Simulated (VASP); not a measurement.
# Ba (Im-3m) in VASP: notebook

The runs below take Ba through single point, with LDA.

Program: VASP 6.6.1. These are calculated values, not measurements. Logs are shortened: lines on timing, memory, paths and dates and some standing lists are left out, and cuts for length are marked.

## (1) The cell of the first run

It takes space group Im-3m (No. 229, cubic). The conventional cell has a = 4.758 Å, b = 4.758 Å, c = 4.758 Å, α = 90.00°, β = 90.00°, γ = 90.00°. Ba (site symmetry m-3m) has 14 Ba at 4.12 to 4.76 Å within 5.4 Å.

## (2) Single point, LDA

Contents of INCAR:

```
PREC     = Accurate       # precision mode
ENCUT    = 520            # plane-wave cutoff, eV
EDIFF    = 1E-6           # SCF threshold, eV
ISMEAR   = -1             # smearing method
SIGMA    = 0.1            # smearing width, eV
LREAL    = False          # projectors in reciprocal space
LASPH    = True           # aspherical terms in the spheres
NELM     = 80             # most SCF steps
ALGO     = Normal         # electronic algorithm
ISIF     = 2              # what is computed and relaxed
LWAVE    = False          # write WAVECAR
LCHARG   = False          # write CHGCAR
GGA      = CA             # functional
NBANDS   = 11             # bands
```

Contents of KPOINTS:

```
Automatic mesh
0
Gamma
  6 6 6
```

Contents of POSCAR:

```
Ba
1.0
   -2.3789385306      2.3789385306      2.3789385306
    2.3789385306     -2.3789385306      2.3789385306
    2.3789385306      2.3789385306     -2.3789385306
Ba
1
Direct
    0.0000000000      0.0000000000      0.0000000000
```

Potentials or basis: VASP PAW LDA potentials, release 64 (Ba_sv).

On the command line:

```bash
$ cat potpaw_LDA.64/Ba_sv/POTCAR > POTCAR
$ mpirun -np 1 vasp_std > vasp.out
```

OUTCAR:

```text
PREC = Accurate
   ENCUT = 520
   EDIFF = 1E-6
   ISMEAR = -1
   LREAL = False
   LASPH = True
   NELM = 80
   ISIF = 2
   GGA = CA

 ion  position               nearest neighbor table
   1  0.000  0.000  0.000-

  LATTYP: Found a body centered cubic cell.
 ALAT       =     4.7578770612

  Lattice vectors:

 A1 = (  -2.3789385306,   2.3789385306,   2.3789385306)
 A2 = (   2.3789385306,  -2.3789385306,   2.3789385306)
 A3 = (   2.3789385306,   2.3789385306,  -2.3789385306)

Analysis of symmetry for initial positions (statically):
=====================================================================
 Subroutine PRICEL returns:
 Original cell was already a primitive cell.

 Routine SETGRP: Setting up the symmetry group for a
 body centered cubic supercell.

 Subroutine GETGRP returns: Found 48 space group operations
 (whereof 48 operations were pure point group operations)
 out of a pool of 48 trial point group operations.

The static configuration has the point symmetry O_h .

Analysis of symmetry for dynamics (positions and initial velocities):
=====================================================================
 Subroutine PRICEL returns:
 Original cell was already a primitive cell.

 Routine SETGRP: Setting up the symmetry group for a
 body centered cubic supercell.

 Subroutine GETGRP returns: Found 48 space group operations
 (whereof 48 operations were pure point group operations)
 out of a pool of 48 trial point group operations.

The dynamic configuration has the point symmetry O_h .

 Subroutine INISYM returns: Found 48 space group operations
 (whereof 48 operations are pure point group operations),
 and found     1 'primitive' translations

----------------------------------------------------------------------------------------

                                     Primitive cell

  volume of cell :      53.8530

  direct lattice vectors                    reciprocal lattice vectors
    -2.378938531  2.378938531  2.378938531     0.000000000  0.210177772  0.210177772
     2.378938531 -2.378938531  2.378938531     0.210177772  0.000000000  0.210177772
     2.378938531  2.378938531 -2.378938531     0.210177772  0.210177772  0.000000000

  length of vectors
     4.120442403  4.120442403  4.120442403     0.297236256  0.297236256  0.297236256

  position of ions in fractional coordinates (direct lattice)
     0.000000000  0.000000000  0.000000000

  ion indices of the primitive-cell ions
   primitive index   ion index
                 1           1

----------------------------------------------------------------------------------------

 KPOINTS: Automatic mesh

Automatic generation of k-mesh.
 Grid dimensions read from file:
 generate k-points for:    6    6    6

 Generating k-lattice:

  Cartesian coordinates                     Fractional coordinates (reciprocal lattice)
     0.000000000  0.035029629  0.035029629     0.166666667  0.000000000  0.000000000
     0.035029629  0.000000000  0.035029629     0.000000000  0.166666667  0.000000000
     0.035029629  0.035029629  0.000000000     0.000000000  0.000000000  0.166666667

  Length of vectors
     0.049539376  0.049539376  0.049539376

  Shift w.r.t. Gamma in fractional coordinates (k-lattice)
     0.000000000  0.000000000  0.000000000

 Subroutine IBZKPT returns following result:
 ===========================================

 Found     16 irreducible k-points:

 Following reciprocal coordinates:
            Coordinates               Weight
  0.000000  0.000000  0.000000      1.000000
  0.166667  0.000000  0.000000     12.000000
  0.333333  0.000000  0.000000     12.000000
  0.500000  0.000000  0.000000      6.000000
  0.166667  0.166667  0.000000     24.000000
  0.333333  0.166667  0.000000     48.000000
[... 8 lines left out ...]
  0.500000  0.500000  0.333333     12.000000
  0.500000  0.500000  0.500000      1.000000
   k-points           NKPTS =     16   k-points in BZ     NKDIM =     16   number of bands    NBANDS=     11
   number of dos      NEDOS =    301   number of ions     NIONS =      1
   total plane-waves  NPLWV =  32768
   dimension x,y,z NGX =    32 NGY =   32 NGZ =   32
   dimension x,y,z NGXF=    64 NGYF=   64 NGZF=   64
   ions per type =               1
   NGX,Y,Z   is equivalent  to a cutoff of  12.91, 12.91, 12.91 a.u.
   NGXF,Y,Z  is equivalent  to a cutoff of  25.82, 25.82, 25.82 a.u.
 SYSTEM =  unknown system
   PREC   = accura    normal or accurate (medium, high low for compatibility)
   ISTART =      0    job   : 0-new  1-cont  2-samecut
   ICHARG =      2    charge: 1-file 2-atom 10-const
   ISPIN  =      1    spin polarized calculation?
   LNONCOLLINEAR =      F non collinear calculations
   LSORBIT =      F    spin-orbit coupling
   LASPH  =      T    aspherical Exc in radial PAW
   ENCUT  =  520.0 eV  38.22 Ry    6.18 a.u.   7.66  7.66  7.66*2*pi/ulx,y,z
   NELM   =     80;   NELMIN=  2; NELMDL= -5     # of ELM steps
   EDIFF  = 0.1E-05   stopping-criterion for ELM
   LREAL  =      F    real-space projection
   EDIFFG = 0.1E-04   stopping-criterion for IOM
   NSW    =      0    number of steps for IOM
   IBRION =     -1    ionic relax: 0-MD 1-quasi-New 2-CG
   NFREE  =      0    steps in history (QN), initial steepest desc. (CG)
   ISIF   =      2    stress and relaxation
   ISYM   =      2    0-nonsym 1-usesym 2-fastsym
   POTIM  = 0.5000    time-step for ionic-motion
   TEBEG  =    0.0;   TEEND  =   0.0 temperature during run
   PSTRESS=    0.0 pullay stress
   NELECT =      10.0000    total number of electrons
   NUPDOWN=      -1.0000    fix difference up-down
   EMIN   =  10.00;   EMAX   =-10.00  energy-range for DOS
   EFERMI =   0.00;   METHOD = LEGACY
   ISMEAR =    -1;   SIGMA  =   0.10  broadening in eV -4-tet -1-fermi 0-gaus
   EFERMI_NEDOS =   21; number of points for ismear=-14 and -15
   IALGO  =     38    algorithm
   IMIX   =      4    mixing-type and parameters
     AMIX     =   0.40;   BMIX     =  1.00
     AMIX_MAG =   1.60;   BMIX_MAG =  1.00
  volume/ion in A,a.u.               =      53.85       363.42
  Fermi-wavevector in a.u.,A,eV,Ry     =   0.933982  1.764969 11.868654  0.872321
  Thomas-Fermi vector in A             =   2.060739
   LORBIT       =      0    0 simple, 1 ext, 2 COOP (PROOUT), +10 PAW based schemes
   GGA     = CA    functional components
   LHFCALC =     F    Hartree Fock is set to
   AEXX    =    0.0000 exact exchange contribution
   IVDW    =     0    specifies the selected vdW correction
   LEPSILON=     F    determine dielectric tensor
   LRPA    =     F    only Hartree local field effects (RPA)
 non-spin polarized calculation
  energy-cutoff  :      520.00
  volume of cell :       53.85
 maximum number of plane-waves:      1481
 NGX is ok and might be reduce to    32
   NGX = 15   NGY = 15   NGZ = 15

 number of electron      10.0000000 magnetization

 number of electron       9.9999999 magnetization

 Free energy of the ion-electron system (eV)
  ---------------------------------------------------
  ext. energy  EPLUGINS =         0.00000000
  ---------------------------------------------------
  free energy    TOTEN  =        -2.26175243 eV

  energy without entropy =       -2.20987951  energy(sigma->0) =       -2.23581597

 E-fermi :   2.0193     XC(G=0):  -8.1430

 val. band max:        2.0159723089   @ k =   0.3333   0.3333   0.0000
 cond. band min:       2.1069482248   @ k =   0.3333   0.1667   0.1667
 fundamental gap:      0.0909759159
 Fermi energy:         2.0192671849

 k-point     1 :       0.0000    0.0000    0.0000
  band No.  band energies     occupation
      1     -26.6025      2.00000
      2     -11.4422      2.00000
      3     -11.4422      2.00000
      4     -11.4422      2.00000
      5      -0.8298      2.00000
      6       3.9041      0.00000
      7       3.9041      0.00000
      8       3.9041      0.00000
      9       5.5934      0.00000
     10       5.5934      0.00000
     11       9.4095      0.00000

 k-point     2 :       0.1667    0.0000    0.0000
  band No.  band energies     occupation
      1     -26.5811      2.00000
      2     -11.6497      2.00000
      3     -11.5043      2.00000
      4     -11.4442      2.00000
      5      -0.2361      2.00000
      6       3.4727      0.00000
      7       3.5794      0.00000
      8       4.5405      0.00000
      9       5.1802      0.00000
     10       5.5737      0.00000
     11       9.9959      0.00000

 k-point     3 :       0.3333    0.0000    0.0000
  band No.  band energies     occupation
      1     -26.5378      2.00000
      2     -12.0303      2.00000
      3     -11.6244      2.00000
      4     -11.4484      2.00000
      5       0.7867      1.99999
      6       2.8344      0.00058
      7       3.1957      0.00002
      8       5.5387      0.00000
      9       5.8374      0.00000
     10       6.3002      0.00000
     11       9.2561      0.00000

 k-point     4 :       0.5000    0.0000    0.0000
  band No.  band energies     occupation
      1     -26.5159      2.00000
      2     -12.2066      2.00000
      3     -11.6825      2.00000
      4     -11.4506      2.00000
      5       0.9530      1.99995
      6       2.5786      0.00741
      7       3.8479      0.00000
      8       5.6006      0.00000
      9       6.2724      0.00000
     10       8.0606      0.00000
     11       8.1543      0.00000

 k-point     5 :       0.1667    0.1667    0.0000
  band No.  band energies     occupation
      1     -26.5487      2.00000
      2     -11.9081      2.00000
      3     -11.5878      2.00000
      4     -11.4899      2.00000
      5       0.6904      2.00000
      6       2.9167      0.00025
      7       3.0969      0.00004
      8       5.0051      0.00000
      9       5.8381      0.00000
     10       6.0616      0.00000
     11      10.1412      0.00000
[... 99 lines left out ...]
 k-point    13 :      -0.3333    0.5000    0.1667
  band No.  band energies     occupation
      1     -26.4927      2.00000
      2     -12.0529      2.00000
      3     -11.8794      2.00000
      4     -11.6333      2.00000
      5       2.0021      1.08567
      6       2.1121      0.56646
      7       3.1905      0.00002
      8       5.0999      0.00000
      9       5.9534      0.00000
     10       8.0981      0.00000
     11       9.0085      0.00000

 k-point    14 :      -0.3333    0.3333    0.3333
  band No.  band energies     occupation
      1     -26.4865      2.00000
      2     -11.9498      2.00000
      3     -11.8304      2.00000
      4     -11.8304      2.00000
      5       1.7647      1.85462
      6       1.8611      1.65876
      7       4.7070      0.00000
      8       4.7070      0.00000
      9       5.7310      0.00000
     10       6.1154      0.00000
     11      11.1810      0.00000

 k-point    15 :       0.5000    0.5000    0.3333
  band No.  band energies     occupation
      1     -26.4693      2.00000
      2     -12.0261      2.00000
      3     -11.8956      2.00000
      4     -11.8425      2.00000
      5       1.5201      1.98650
      6       1.6678      1.94219
      7       4.8104      0.00000
      8       4.9529      0.00000
      9       7.2434      0.00000
     10       7.5723      0.00000
     11       8.8003      0.00000

 k-point    16 :       0.5000    0.5000    0.5000
  band No.  band energies     occupation
      1     -26.4536      2.00000
      2     -11.9630      2.00000
      3     -11.9630      2.00000
      4     -11.9630      2.00000
      5       1.1990      1.99945
      6       1.1990      1.99945
      7       7.1715      0.00000
      8       7.1715      0.00000
      9       7.1715      0.00000
     10       7.4304      0.00000
     11       7.4304      0.00000

------------------------ aborting loop because EDIFF is reached ----------------------------------------

  FORCE on cell =-STRESS in cart. coord.  units (eV):
  Direction    XX          YY          ZZ          XY          YZ          ZX
  --------------------------------------------------------------------------------------
  -------------------------------------------------------------------------------------
  Total        0.0584325      0.0584325      0.0584325      0.0000000      0.0000000      0.0000000
  in kB        1.7384219      1.7384219      1.7384219      0.0000000      0.0000000      0.0000000
  external PRESSURE =       1.7384219 kB  Pullay stress =       0.0000000 kB

 VOLUME and BASIS-vectors are now :
 -----------------------------------------------------------------------------
  energy-cutoff  :      520.00
  volume of cell :       53.85
      direct lattice vectors                 reciprocal lattice vectors
    -2.378938531  2.378938531  2.378938531     0.000000000  0.210177772  0.210177772
     2.378938531 -2.378938531  2.378938531     0.210177772  0.000000000  0.210177772
     2.378938531  2.378938531 -2.378938531     0.210177772  0.210177772  0.000000000

 POSITION                                       TOTAL-FORCE (eV/Angst)
 -----------------------------------------------------------------------------------
      0.00000      0.00000      0.00000         0.000000      0.000000      0.000000
 -----------------------------------------------------------------------------------
    total drift:                                0.000000      0.000000      0.000000

  FREE ENERGIE OF THE ION-ELECTRON SYSTEM (eV)
  ---------------------------------------------------
  free  energy   TOTEN  =        -2.2617524308 eV

  energy  without entropy=       -2.2098795098  energy(sigma->0) =       -2.23581597
```

Run time: 6.5 s. Hardware: 1 thread of Intel Xeon 8259CL, shared host; peak memory 0.15 GiB.

What came out:

| Item | Value |
| --- | --- |
| Free energy | -2.2618 eV |
| Pressure | 0.2 GPa |
| Band gap on the k mesh | zero (band 5 reaches 2.11 eV, above the bottom of band 6 at 1.20 eV) |

Levels at points of the mesh, in eV from the Fermi level:
| k point | band 1 | band 2 | band 3 | band 4 | band 5 | band 6 | band 7 | band 8 | band 9 | band 10 |
| --- | --- | --- | --- | --- | --- | --- | --- | --- | --- | --- |
| (0.00, 0.00, 0.00) | -28.62 | -13.46 | -13.46 | -13.46 | -2.85 | 1.88 | 1.88 | 1.88 | 3.57 | 3.57 |
| (0.50, 0.00, 0.00) | -28.54 | -14.23 | -13.70 | -13.47 | -1.07 | 0.56 | 1.83 | 3.58 | 4.25 | 6.04 |
| (0.50, 0.50, 0.50) | -28.47 | -13.98 | -13.98 | -13.98 | -0.82 | -0.82 | 5.15 | 5.15 | 5.15 | 5.41 |

Caveat: spin-orbit coupling is left out, which moves the levels of the heavy elements.

## (3) Single point, LDA

Contents of INCAR:

```
PREC = Accurate
ENCUT = 520
EDIFF = 1E-6
ISMEAR = -1
SIGMA = 0.1
LREAL = F
LASPH = T
NELM = 60
ALGO = Normal
ISIF = 2
LWAVE = F
LCHARG = F
GGA = CA
NBANDS = 11
```

Contents of KPOINTS:

```
Automatic mesh
0
Gamma
  8 8 8
```

POSCAR is that of step 2.

Potentials or basis: VASP PAW LDA potentials, release 64 (Ba_sv).

On the command line:

```bash
$ cat potpaw_LDA.64/Ba_sv/POTCAR > POTCAR
$ mpirun -np 1 vasp_std > vasp.out
```

Run time: 9.3 s. Hardware: 1 thread of Intel Xeon 8259CL, shared host; peak memory 0.15 GiB.

Results (log left out):

| Property | Result |
| --- | --- |
| Free energy | -2.2720 eV |
| Pressure | 0.1 GPa |
| Band gap on the k mesh | zero (band 5 reaches 2.66 eV, above the bottom of band 6 at 1.20 eV) |

Levels at points of the mesh, in eV from the Fermi level:
| k point | band 1 | band 2 | band 3 | band 4 | band 5 | band 6 | band 7 | band 8 | band 9 | band 10 |
| --- | --- | --- | --- | --- | --- | --- | --- | --- | --- | --- |
| (0.00, 0.00, 0.00) | -28.58 | -13.42 | -13.42 | -13.42 | -2.81 | 1.92 | 1.92 | 1.92 | 3.61 | 3.61 |
| (0.50, 0.00, 0.00) | -28.50 | -14.19 | -13.66 | -13.43 | -1.03 | 0.60 | 1.87 | 3.62 | 4.29 | 6.08 |
| (0.50, 0.50, 0.50) | -28.43 | -13.94 | -13.94 | -13.94 | -0.78 | -0.78 | 5.19 | 5.19 | 5.19 | 5.45 |

Caveat: spin-orbit coupling is left out, which moves the levels of the heavy elements.

(Continued in part 2 of 2.)
